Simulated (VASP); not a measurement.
The system is CoSi (rocksalt type).

```xyz
2
Lattice="0.0000 2.2924 2.2924 2.2924 0.0000 2.2924 2.2924 2.2924 0.0000" Properties=species:S:1:pos:R:3 pbc="T T T"
Co    0.0000    0.0000    0.0000
Si    2.2924    2.2924    2.2924
```

```yaml
Program: VASP 6.6.1
Task: relaxation of cell and atoms
Functional: PBE
Potentials_or_basis: VASP PAW PBE potentials, release 64 (Co, Si)
Cutoff: 600 eV
k_mesh: 15 × 15 × 15
Occupations: fermi-dirac, width 0.08 eV
Spin: no spin polarisation
```

At the start: pressure 9.2 GPa; volume 12.05 Å³/atom.

Q: How do energy, volume and symmetry change on relaxing?

A: Over 6 steps the energy falls by 17.1 meV/atom and the volume is 12.67 Å³/atom (+5.2 %); space group Fm-3m (No. 225, to 0.1 Å) before and after.

The path:
```tsv
step	energy change (eV)	largest force (eV/Å)	pressure (GPa)	volume (Å³)
1	0.0000	0.0000	9.16	24.09
2	-0.0068	0.0000	-6.88	26.58
3	-0.0342	0.0000	0.20	25.36
4	-0.0342	0.0000	-0.21	25.39
5	-0.0342	0.0000	0.09	25.33
6	-0.0342	0.0000	0.04	25.35
```

Final structure:
```
Co Si
1.0
     0.00000    2.33145    2.33145
     2.33145    0.00000    2.33145
     2.33145    2.33145    0.00000
Co Si
1 1
Direct
  0.00000 0.00000 0.00000
  0.50000 0.50000 0.50000
```

Caveat: the run has no spin polarisation, though such a crystal can be magnetic.
